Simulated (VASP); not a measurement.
Ti12H: single point with PBE

The system is Ti12H, a slab with vacuum.

```
CELL_PARAMETERS angstrom
5.81509 0.00000 0.00000
0.00000 5.81509 0.00000
0.00000 0.00000 19.30598
ATOMIC_POSITIONS crystal
Ti 0.25000 0.25000 0.20719
Ti 0.25000 0.75000 0.20719
Ti 0.75000 0.25000 0.20719
Ti 0.75000 0.75000 0.20719
Ti 0.00000 0.00000 0.30576
Ti 0.00000 0.50000 0.30576
Ti 0.50000 0.00000 0.30576
Ti 0.50000 0.50000 0.30576
Ti 0.25000 0.25000 0.40433
Ti 0.25000 0.75000 0.40433
Ti 0.75000 0.25000 0.40433
Ti 0.75000 0.75000 0.40433
H 0.50000 0.50000 0.41658
```

| Item | Value |
| --- | --- |
| Program | VASP 6.6.1 |
| Task | single point |
| Functional | PBE |
| Potentials or basis | VASP PAW PBE potentials, release 64 (Ti_sv, H) |
| Cutoff | 520 eV |
| k mesh | 5 × 5 × 1 |
| Occupations | gaussian, width 0.1 eV |
| Spin | no spin polarisation |
| Dipole correction | yes |
| Further INCAR settings | ALGO = Normal; EDIFF = 1e-06; NBANDS = 84 |

| Quantity | Value |
| --- | --- |
| Largest force | 0.189 eV/Å |

Forces in eV/Å, atoms in the order of the input:
```
Ti   0.018  0.018  0.024
Ti   0.018 -0.018  0.024
Ti  -0.018  0.018  0.024
Ti  -0.018 -0.018  0.024
Ti   0.000  0.000  0.034
Ti   0.000  0.000 -0.036
Ti   0.000  0.000 -0.036
Ti   0.000  0.000 -0.095
Ti  -0.133 -0.133  0.008
Ti  -0.133  0.133  0.008
Ti   0.133 -0.133  0.008
Ti   0.133  0.133  0.008
H    0.000  0.000  0.007
```

Levels at points of the mesh, in eV from the Fermi level:
| k point | band 70 | band 71 | band 72 | band 73 | band 74 | band 75 |
| --- | --- | --- | --- | --- | --- | --- |
| (0.00, 0.00, 0.00) | -0.05 | -0.04 | 0.01 | 0.01 | 0.10 | 0.54 |

It took 12 min on 1 thread of Intel(R) Xeon(R) 6975P-C (Granite Rapids), on a shared host, peak memory 0.74 GiB.
